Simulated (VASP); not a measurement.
Runs of VASP 6.6.1 on AlN (rocksalt type). The structure is that of space group Fm-3m (No. 225), or close to it. The cells are those of the table. 

| cell | gap on the mesh (eV) | pressure (GPa) |
| --- | --- | --- |
| a = 2.480 Å, angles 60.0°, 2 atoms | 4.13 | 268.8 |
| a = 2.878 Å, angles 60.0°, 2 atoms | 4.47 | -0.3 |
| a = 2.758 Å, angles 60.0°, 2 atoms | (a) | 41.1 |
| a = 2.358 Å, angles 60.0°, 2 atoms | (b) | 481.9 |
| a = 2.672 Å, angles 60.0°, 2 atoms | 4.90 | 86.9 |

Alike in all rows: task single point; level PBE; potentials or basis VASP PAW PBE potentials, release 64 (Al, N); no spin polarisation; k mesh 17 × 17 × 17; cutoff (eV) 520; smearing fermi-dirac 0.05 eV.

Task: Fill in the values left out.

Result: (a) 5.13; (b) 3.39.

A k mesh can miss the band edges.
